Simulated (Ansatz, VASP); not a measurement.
One calculation of BAs, two programs

```
B As
1.0
     0.00000    2.38850    2.38850
     2.38850    0.00000    2.38850
     2.38850    2.38850    0.00000
B As
1 1
Direct
  0.00000 0.00000 0.00000
  0.75000 0.75000 0.75000
```

Alike in both runs: task single point; functional RPBE; k mesh 8 × 8 × 8; occupations gaussian, width 0.05 eV; no spin polarisation.

|  | VASP | Ansatz |
| --- | --- | --- |
| version | VASP 6.6.1 | Ansatz 0.2.0 |
| potentials or method | VASP PAW PBE potentials, release 64 (B, As), cutoff 500 eV | scalar-relativistic, plane waves, PAW |
| valence electrons in the cell | 8 | 18 |

|  | VASP | Ansatz | Ansatz less VASP |
| --- | --- | --- | --- |
| gap on the k mesh at the Fermi level (eV) | 1.22 | 1.23 | +0.010 |
| least direct gap on the mesh (eV) | 3.28 | 3.28 | +0.007 |
| pressure (GPa) | 6.0 | 5.4 | -0.58 |

VASP's potentials were made for PBE, not for RPBE. VASP's potentials hold 8 valence electrons a cell and Ansatz's 18, so a difference there can come from the potentials and not from the codes.
